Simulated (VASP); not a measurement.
# Ga (Cmce) in VASP: further runs

Ga is run at these levels: LDA; tasks: single point.

Program: VASP 6.6.1. These are calculated values, not measurements. Logs are shortened: lines on timing, memory, paths and dates and some standing lists are left out, and cuts for length are marked.

## (1) The cell of the first run

The structure is orthorhombic, space group Cmce (No. 64). Conventional cell: a = 4.457 Å, b = 7.474 Å, c = 4.414 Å, α = 90.00°, β = 90.00°, γ = 90.00°. Ga (site symmetry m) has 7 Ga at 2.45 to 2.74 Å within 3.2 Å.

## (2) Single point, LDA

The input, INCAR:

```
SYSTEM = Ga
PREC = Accurate ; ENCUT = 520
EDIFF = 1E-6 ; ISMEAR = 0
SIGMA = 0.1 ; LREAL = .False.
LASPH = .True. ; NELM = 80
ALGO = Fast ; ISIF = 2
LWAVE = .False. ; LCHARG = .True.
GGA = CA ; LELF = .True.
LVHAR = .True. ; NBANDS = 34
```

The input, KPOINTS:

```
regular mesh
0
Gamma
  10 10 8
  0 0 0
```

The input, POSCAR:

```
Ga
1.0
    2.2287472555     -3.7371481701      0.0000000000
    2.2287472555      3.7371481701      0.0000000000
    0.0000000000      0.0000000000      4.4138627331
Ga
4
Direct
    0.6560763022      0.3439236978      0.4145229982
    0.8439236978      0.1560763022      0.9145229982
    0.3439236978      0.6560763022      0.5854770018
    0.1560763022      0.8439236978      0.0854770018
```

Potentials or basis: VASP PAW LDA potentials, release 64 (Ga_d).

Started as:

```
cat potpaw_LDA.64/Ga_d/POTCAR > POTCAR
mpirun -np 1 vasp_std > vasp.out
```

OUTCAR:

```text
SYSTEM = Ga
   PREC = Accurate
   ENCUT = 520
   EDIFF = 1E-6
   ISMEAR = 0
   LREAL = .False.
   LASPH = .True.
   NELM = 80
   ISIF = 2
   GGA = CA

 ion  position               nearest neighbor table
   1  0.656  0.344  0.415-   3 2.45   2 2.62   2 2.62   4 2.66   4 2.66   3 2.74   3 2.74
   2  0.844  0.156  0.915-   4 2.45   1 2.62   1 2.62   3 2.66   3 2.66   4 2.74   4 2.74
   3  0.344  0.656  0.585-   1 2.45   4 2.62   4 2.62   2 2.66   2 2.66   1 2.74   1 2.74
   4  0.156  0.844  0.085-   2 2.45   3 2.62   3 2.62   1 2.66   1 2.66   2 2.74   2 2.74

  LATTYP: Found a base centered orthorhombic cell.
 ALAT       =     4.4574945110
 B/A-ratio  =     1.6767931675
 C/A-ratio  =     0.9902115913

  Lattice vectors:

 A1 = (   2.2287472555,  -3.7371481701,   0.0000000000)
 A2 = (   2.2287472555,   3.7371481701,   0.0000000000)
 A3 = (   0.0000000000,   0.0000000000,   4.4138627331)

Analysis of symmetry for initial positions (statically):
=====================================================================
 Subroutine PRICEL returns:
 Original cell was already a primitive cell.

 Routine SETGRP: Setting up the symmetry group for a
 base centered orthorhombic supercell.

 Subroutine GETGRP returns: Found  8 space group operations
 (whereof  4 operations were pure point group operations)
 out of a pool of  8 trial point group operations.

The static configuration has the point symmetry C_2h.
 The point group associated with its full space group is D_2h.

Analysis of symmetry for dynamics (positions and initial velocities):
=====================================================================
 Subroutine PRICEL returns:
 Original cell was already a primitive cell.

 Routine SETGRP: Setting up the symmetry group for a
 base centered orthorhombic supercell.

 Subroutine GETGRP returns: Found  8 space group operations
 (whereof  4 operations were pure point group operations)
 out of a pool of  8 trial point group operations.

The dynamic configuration has the point symmetry C_2h.
 The point group associated with its full space group is D_2h.

 Subroutine INISYM returns: Found  8 space group operations
 (whereof  4 operations are pure point group operations),
 and found     1 'primitive' translations

----------------------------------------------------------------------------------------

                                     Primitive cell

  volume of cell :      73.5275

  direct lattice vectors                    reciprocal lattice vectors
[... 93 lines left out ...]
   EDIFFG = 0.1E-04   stopping-criterion for IOM
   NSW    =      0    number of steps for IOM
   IBRION =     -1    ionic relax: 0-MD 1-quasi-New 2-CG
   NFREE  =      0    steps in history (QN), initial steepest desc. (CG)
   ISIF   =      2    stress and relaxation
   ISYM   =      2    0-nonsym 1-usesym 2-fastsym
   POTIM  = 0.5000    time-step for ionic-motion
   TEBEG  =    0.0;   TEEND  =   0.0 temperature during run
   PSTRESS=    0.0 pullay stress
   NELECT =      52.0000    total number of electrons
   NUPDOWN=      -1.0000    fix difference up-down
   EMIN   =  10.00;   EMAX   =-10.00  energy-range for DOS
   EFERMI =   0.00;   METHOD = LEGACY
   ISMEAR =     0;   SIGMA  =   0.10  broadening in eV -4-tet -1-fermi 0-gaus
   EFERMI_NEDOS =   21; number of points for ismear=-14 and -15
   IALGO  =     68    algorithm
   IMIX   =      4    mixing-type and parameters
     AMIX     =   0.40;   BMIX     =  1.00
     AMIX_MAG =   1.60;   BMIX_MAG =  1.00
  volume/ion in A,a.u.               =      18.38       124.05
  Fermi-wavevector in a.u.,A,eV,Ry     =   1.458566  2.756289 28.945218  2.127414
  Thomas-Fermi vector in A             =   2.575235
   LORBIT       =      0    0 simple, 1 ext, 2 COOP (PROOUT), +10 PAW based schemes
   GGA     = CA    functional components
   LHFCALC =     F    Hartree Fock is set to
   AEXX    =    0.0000 exact exchange contribution
   IVDW    =     0    specifies the selected vdW correction
   LEPSILON=     F    determine dielectric tensor
   LRPA    =     F    only Hartree local field effects (RPA)
 non-spin polarized calculation
 RMM-DIIS sequential band-by-band and
 Gauss-broadening in eV      SIGMA  =   0.10
  energy-cutoff  :      520.00
  volume of cell :       73.53
 maximum number of plane-waves:      2016
   NGX = 17   NGY = 17   NGZ = 17

 number of electron      52.0000022 magnetization

 Free energy of the ion-electron system (eV)
  ---------------------------------------------------
  ext. energy  EPLUGINS =         0.00000000
  ---------------------------------------------------
  free energy    TOTEN  =       -14.42349701 eV

  energy without entropy =      -14.41851448  energy(sigma->0) =      -14.42100575

 E-fermi :   5.2555     XC(G=0): -11.2940

 val. band max:        5.2552416236   @ k =   0.0000   0.0000   0.5000
 cond. band min:       5.2557686932   @ k =   0.0000   0.0000   0.5000
 fundamental gap:      0.0005270696
 Fermi energy:         5.2555312786

 k-point     1 :       0.0000    0.0000    0.0000
  band No.  band energies     occupation
      1      -9.9885      2.00000
      2      -9.9842      2.00000
      3      -9.9523      2.00000
      4      -9.9312      2.00000
      5      -9.8965      2.00000
      6      -9.8772      2.00000
[... 877 lines left out ...]
     33      14.7743      0.00000
     34      15.2658      0.00000

 [... further k-points ...]

------------------------ aborting loop because EDIFF is reached ----------------------------------------

  FORCE on cell =-STRESS in cart. coord.  units (eV):
  Direction    XX          YY          ZZ          XY          YZ          ZX
  --------------------------------------------------------------------------------------
  -------------------------------------------------------------------------------------
  Total        0.0677416      0.1121378      0.0985542      0.0000000      0.0000000      0.0000000
  in kB        1.4761016      2.4435023      2.1475133      0.0000000      0.0000000      0.0000000
  external PRESSURE =       2.0223724 kB  Pullay stress =       0.0000000 kB

 VOLUME and BASIS-vectors are now :
 -----------------------------------------------------------------------------
  energy-cutoff  :      520.00
  volume of cell :       73.53
      direct lattice vectors                 reciprocal lattice vectors
     2.228747256 -3.737148170  0.000000000     0.224341275 -0.133791859  0.000000000
     2.228747256  3.737148170  0.000000000     0.224341275  0.133791859  0.000000000
     0.000000000  0.000000000  4.413862733     0.000000000  0.000000000  0.226558926

 POSITION                                       TOTAL-FORCE (eV/Angst)
 -----------------------------------------------------------------------------------
      2.22875     -1.16656      1.82965         0.000000      0.000963     -0.001064
      2.22875     -2.57059      4.03658         0.000000     -0.000963     -0.001064
      2.22875      1.16656      2.58422         0.000000     -0.000963      0.001064
      2.22875      2.57059      0.37728         0.000000      0.000963      0.001064
 -----------------------------------------------------------------------------------
    total drift:                                0.000000      0.000000     -0.000000

  FREE ENERGIE OF THE ION-ELECTRON SYSTEM (eV)
  ---------------------------------------------------
  free  energy   TOTEN  =       -14.4234970149 eV

  energy  without entropy=      -14.4185144841  energy(sigma->0) =      -14.42100575
```

OSZICAR:

```text
N       E                     dE             d eps       ncg     rms          rms(c)
DAV:   1     0.358681455513E+03    0.35868E+03   -0.25435E+04 10926   0.294E+03
DAV:   2     0.301316439569E+02   -0.32855E+03   -0.31973E+03 10852   0.537E+02
DAV:   3    -0.132351971532E+02   -0.43367E+02   -0.42885E+02 11894   0.153E+02
DAV:   4    -0.146056428826E+02   -0.13704E+01   -0.13624E+01 12268   0.304E+01
DAV:   5    -0.146353074585E+02   -0.29665E-01   -0.29654E-01 13372   0.458E+00    0.275E+00
RMM:   6    -0.144714846458E+02    0.16382E+00   -0.25812E-01 12702   0.515E+00    0.143E+00
RMM:   7    -0.144262557057E+02    0.45229E-01   -0.76154E-02 14043   0.237E+00    0.330E-01
RMM:   8    -0.144231765743E+02    0.30791E-02   -0.15201E-02 14133   0.962E-01    0.380E-02
RMM:   9    -0.144234586340E+02   -0.28206E-03   -0.33475E-03 17412   0.461E-01    0.234E-02
RMM:  10    -0.144234848472E+02   -0.26213E-04   -0.38089E-04 15059   0.158E-01    0.104E-02
RMM:  11    -0.144234953993E+02   -0.10552E-04   -0.12547E-04 16879   0.854E-02    0.548E-03
RMM:  12    -0.144234960844E+02   -0.68516E-06   -0.29304E-05 14221   0.487E-02    0.201E-03
RMM:  13    -0.144234969069E+02   -0.82241E-06   -0.10001E-05 11761   0.227E-02    0.541E-04
RMM:  14    -0.144234970149E+02   -0.10808E-06   -0.16380E-06  7504   0.129E-02
   1 F= -.14423497E+02 E0= -.14421006E+02  d E =-.498253E-02
```

Wall time 9 min (1 thread of Intel Xeon 8259CL, shared host); peak memory 0.36 GiB.

What came out:

```
Free energy            : -14.4235 eV
Pressure               : 0.2 GPa
Band gap on the k mesh : zero (bands 26 and 27 overlap by 1.52 eV)
```

## (3) Single point, LDA

The input, INCAR:

```
  PREC = Accurate
  ENCUT = 520
  EDIFF = 1E-7
  ISMEAR = -1
  SIGMA = 0.15
  LREAL = F
  LASPH = T
  NELM = 60
  ALGO = Fast
  ISIF = 2
  LWAVE = F
  LCHARG = F
  GGA = CA
  NBANDS = 34
```

The input, KPOINTS:

```
Automatic mesh
0
Gamma
  12 12 8
```

The input, POSCAR:

```
Ga
1.0
    2.2227614906     -3.7382990955      0.0000000000
    2.2227614906      3.7382990955      0.0000000000
    0.0000000000      0.0000000000      4.4271227513
Ga
4
Direct
    0.6560635421      0.3439364579      0.4141858400
    0.8439364579      0.1560635421      0.9141858400
    0.3439364579      0.6560635421      0.5858141600
    0.1560635421      0.8439364579      0.0858141600
```

Potentials or basis: VASP PAW LDA potentials, release 64 (Ga_d).

Started as:

```
cat potpaw_LDA.64/Ga_d/POTCAR > POTCAR
mpirun -np 1 vasp_std > vasp.out
```

It took 9.8 min on 1 thread of Intel Xeon 8259CL, shared host; peak memory 0.45 GiB.

Results (log left out):

* Free energy: -14.4591 eV
* Pressure: 0.2 GPa
* Band gap on the k mesh: zero (bands 26 and 27 overlap by 1.37 eV)

Levels at points of the mesh, in eV from the Fermi level:
```tsv
k point	band 23	band 24	band 25	band 26	band 27	band 28	band 29	band 30
(0.00, 0.00, 0.00)	-3.84	-1.86	-1.73	-0.71	0.89	1.04	1.15	5.34
(0.50, 0.00, 0.00)	-3.47	-3.47	-1.44	-1.44	0.83	0.83	4.39	4.39
(0.50, 0.50, 0.00)	-4.19	-3.52	-1.66	-1.57	1.14	1.26	3.52	3.97
(0.00, 0.00, 0.50)	-0.06	-0.06	-0.03	-0.03	0.11	0.11	2.21	2.21
(0.50, 0.00, 0.50)	-6.50	-6.50	-1.58	-1.58	0.61	0.61	7.47	7.47
(0.50, 0.50, 0.50)	-5.49	-5.49	-1.39	-1.39	-1.03	-1.03	7.08	7.08
```
